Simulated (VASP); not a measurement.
A run of VASP 6.6.1:

Contents of INCAR:

```
ALGO = Normal
EDIFF = 1E-6
ENCUT = 520
GGA = CA
ISIF = 2
ISMEAR = 1
LASPH = True
LCHARG = False
LREAL = False
LWAVE = False
NBANDS = 21
NELM = 100
PREC = Accurate
SIGMA = 0.6
```

The input KPOINTS:

```
k-points
0
Gamma
  11 11 8
```

The input POSCAR:

```
Sn
1.0
   -2.8994216605      2.9008009606      1.5581694818
    2.9008009606     -2.8994216605      1.5581694818
    2.8985835788      2.8985835788     -1.5556411493
Sn
2
Direct
    0.0000164062      0.9999835938      0.0000000000
    0.7499835938      0.2500164062      0.5000000000
```

Potentials or basis: VASP PAW LDA potentials, release 64 (Sn_d).

Run with:

```sh
$ cat potpaw_LDA.64/Sn_d/POTCAR > POTCAR
$ mpirun -np 1 vasp_std > vasp.out
```

Hardware: 1 thread of AMD EPYC 9R45 96-Core Processor (Zen 5), on a shared host.

Task: How long does it take, and how much memory?

Result: It took 2.6 min on 1 thread of AMD EPYC 9R45 96-Core Processor (Zen 5) (shared host), peak memory 0.31 GiB. Counts: scf iterations 10, k points 270.
